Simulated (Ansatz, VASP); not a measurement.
One calculation of Mg3S2O, two programs

```
Mg S O
1.0
     5.42346    0.00000    0.00000
     0.00000    5.42346    0.00000
     0.00000    0.00000    4.45631
Mg S O
3 2 1
Direct
  0.00000 0.50000 0.50000
  0.50000 0.00000 0.50000
  0.50000 0.50000 0.50000
  0.50000 0.50000 0.00000
  0.00000 0.00000 0.50000
  0.00000 0.00000 0.00000
```

Alike in both runs: functional PBE; k mesh 4 × 4 × 4; occupations gaussian, width 0.1 eV; no spin polarisation.

Ansatz relaxed the structure, and its values are those at the end. VASP's run is a single point on that final structure, the one shown.

|  | VASP | Ansatz |
| --- | --- | --- |
| version | VASP 6.6.1 | Ansatz 0.2.0 |
| potentials or method | VASP PAW PBE potentials, release 64 (Mg, S, O), cutoff 520 eV | scalar-relativistic, plane waves, PAW |
| valence electrons in the cell | 24 | 48 |

VASP gave:

```
gap on the k mesh at the Fermi level (eV) : none
pressure (GPa)                            : 0.1
```

Q: Estimate Ansatz's values.

A: gap on the k mesh at the Fermi level (eV): none; pressure (GPa): 0.2.

A gap of «none» marks a metal or a gap that the smearing closes. VASP's potentials hold 24 valence electrons a cell and Ansatz's 48, so a difference there can come from the potentials and not from the codes.
